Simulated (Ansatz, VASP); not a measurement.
## ScIn3 in VASP and in Ansatz

```xyz
4
Lattice="4.5492 0.0000 0.0000 0.0000 4.5492 0.0000 0.0000 0.0000 4.4600" Properties=species:S:1:pos:R:3 pbc="T T T"
Sc    0.0000    0.0000    0.0000
In    0.0000    2.2746    2.2300
In    2.2746    0.0000    2.2300
In    2.2746    2.2746    0.0000
```

Change from the starting cell: equal xx and yy strain of +2 %, crystal datasets.

Alike in both runs: task electric field gradients; functional PBEsol; k mesh 8 × 8 × 8; occupations fermi-dirac, width 0.08 eV; no spin polarisation.

```csv
,VASP,Ansatz
version,VASP 6.6.1,Ansatz 0.2.0
potentials or method,"VASP PAW PBE potentials, release 64 (Sc_sv, In_d), cutoff 520 eV","all-electron PAW with datasets made for the crystal, scalar-relativistic"
```

VASP gave:

| Item | Value |
| --- | --- |
| pressure (GPa) | -2.6 |
| traceless stress, the component that is largest in VASP (GPa) | 0.67 |
| size of Vzz on the site where it differs most (V/Å²) | 85.1 |

Question: Estimate Ansatz's values.

Answer: Pressure (GPa): -2.6; traceless stress, the component that is largest in VASP (GPa): 0.67; size of Vzz on the site where it differs most (V/Å²): 91.2.

VASP's potentials were made for PBE, not for PBEsol. Ansatz ran all-electron here, and VASP with PAW potentials.
